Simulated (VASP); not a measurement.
Write the native input for VASP 6.6.1 that does the following.

* Task: single point
* Functional: PBE
* Dispersion: D3(BJ)
* Potentials or basis: VASP PAW PBE potentials, release 64 (Ti_sv, N)
* Cutoff: 520 eV
* k mesh: 10 × 10 × 1
* Occupations: gaussian, width 0.1 eV
* Spin: no spin polarisation
* Dipole correction: yes
* Further INCAR settings: ALGO = Normal; EDIFF = 1e-07; NBANDS = 34

The structure of TiN lies in POSCAR:

```
TiN
1.0
    2.9736794933      0.0000000000      0.0000000000
    0.0000000000      2.9736794933      0.0000000000
    0.0000000000      0.0000000000     18.2054178696
Ti N
3 3
Direct
    0.5000000000      0.5000000000      0.3845009244
    0.0000000000      0.0000000000      0.4980261972
    0.5000000000      0.5000000000      0.6067512317
    0.0000000000      0.0000000000      0.3845009244
    0.5000000000      0.5000000000      0.4962431842
    0.0000000000      0.0000000000      0.6181323062
```

One way to write it, as run:

INCAR

```
PREC = Accurate
ENCUT = 520
EDIFF = 1E-7
ISMEAR = 0
SIGMA = 0.1
LREAL = F
LASPH = T
NELM = 100
ALGO = Normal
ISIF = 2
LWAVE = F
LCHARG = F
LDIPOL = T
IDIPOL = 3
DIPOL = 0.5 0.5 0.498
GGA = PE
IVDW = 12
NBANDS = 34
```

KPOINTS

```
Automatic mesh
0
Gamma
  10 10 1
```

Potentials or basis: VASP PAW PBE potentials, release 64 (Ti_sv, N).

Command:

```bash
$ cat potpaw_PBE.64/Ti_sv/POTCAR potpaw_PBE.64/N/POTCAR > POTCAR
$ mpirun -np 1 vasp_std > vasp.out
```

Results of the run:

The largest force is 1.798 eV/Å. The band gap on the k mesh is zero (an odd number of electrons rules out a gap without spin polarisation) and the dispersion energy per atom is -0.319 eV.

It took 7 min on 1 thread of Intel Xeon 8259CL, on a shared host, peak memory 0.31 GiB.
